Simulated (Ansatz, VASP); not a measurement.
TiO2 in VASP and in Ansatz

INCAR

```
  PREC = Accurate
  ENCUT = 520
  EDIFF = 1E-6
  ISMEAR = 0
  SIGMA = 0.02
  LREAL = False
  LASPH = True
  NELM = 100
  ALGO = Normal
  ISIF = 2
  LWAVE = False
  LCHARG = False
  GGA = PE
  NBANDS = 60
```

The input KPOINTS:

```
Automatic mesh
0
Gamma
  8 8 8
```

The input POSCAR:

```
TiO2
1.0
   -4.3013778827      4.3013778827      1.8707192048
    4.3013778827     -4.3013778827      1.8707192048
    4.3013778827      4.3013778827     -1.8707192048
Ti O
4 8
Direct
    0.2925782746      0.0099397551      0.3025180297
    0.0099397551      0.7074217254      0.7173614805
    0.9900602449      0.2925782746      0.2826385195
    0.7074217254      0.9900602449      0.6974819703
    0.4985158226      0.1521136163      0.6506294388
    0.1648520910      0.8423343076      0.0071863986
    0.1521136163      0.5014841774      0.6535977937
    0.1576656924      0.1648520910      0.3225177834
    0.8423343076      0.8351479090      0.6774822166
    0.8478863837      0.4985158226      0.3464022063
    0.8351479090      0.1576656924      0.9928136014
    0.5014841774      0.8478863837      0.3493705612
```

Input for Ansatz:

```yaml
crystal:
  lattice:
    - [-4.3013778827, 4.3013778827, 1.8707192048]
    - [4.3013778827, -4.3013778827, 1.8707192048]
    - [4.3013778827, 4.3013778827, -1.8707192048]
  atoms:
    - { symbol: Ti, position: [0.2925782746, 0.0099397551, 0.3025180297] }
    - { symbol: Ti, position: [0.0099397551, 0.7074217254, 0.7173614805] }
    - { symbol: Ti, position: [0.9900602449, 0.2925782746, 0.2826385195] }
    - { symbol: Ti, position: [0.7074217254, 0.9900602449, 0.6974819703] }
    - { symbol: O, position: [0.4985158226, 0.1521136163, 0.6506294388] }
    - { symbol: O, position: [0.164852091, 0.8423343076, 0.0071863986] }
    - { symbol: O, position: [0.1521136163, 0.5014841774, 0.6535977937] }
    - { symbol: O, position: [0.1576656924, 0.164852091, 0.3225177834] }
    - { symbol: O, position: [0.8423343076, 0.835147909, 0.6774822166] }
    - { symbol: O, position: [0.8478863837, 0.4985158226, 0.3464022063] }
    - { symbol: O, position: [0.835147909, 0.1576656924, 0.9928136014] }
    - { symbol: O, position: [0.5014841774, 0.8478863837, 0.3493705612] }
basis:
  ecutwfc: 420
kpoints:
  mp_grid: { grid: [8, 8, 8] }
  band_path: { path: [VBM, CBM], npoints: 2 }
hamiltonian:
  xc: pbe
scf:
  occupations: { method: gaussian, width: 0.02 }
output:
  forces: true
  stress: true
  eigenvalues: true
checkpoint:
  read: start.run
  write: ck
  compress: false
  write_wavefunctions: false
  write_every: 100000
```

Alike in both runs: task single point; functional PBE; k mesh 8 × 8 × 8; occupations gaussian, width 0.02 eV; no spin polarisation.

|  | VASP | Ansatz |
| --- | --- | --- |
| version | VASP 6.6.1 | Ansatz 0.2.0 |
| potentials or method | VASP PAW PBE potentials, release 64 (Ti_sv, O), cutoff 520 eV | scalar-relativistic, plane waves, PAW |
| valence electrons in the cell | 96 | 96 |

```csv
,VASP,Ansatz,Ansatz less VASP
gap on the k mesh at the Fermi level (eV),1.76,1.78,+0.020
least direct gap on the mesh (eV),2.48,2.50,+0.019
pressure (GPa),10.7,10.0,-0.64
"traceless stress, the component that is largest in VASP (GPa)",-0.06,0.05,+0.113
rms of the force components (eV/Å),0.028,0.001,-0.0265
```

Atom by atom the forces differ by 0.029 eV/Å (rms over components).
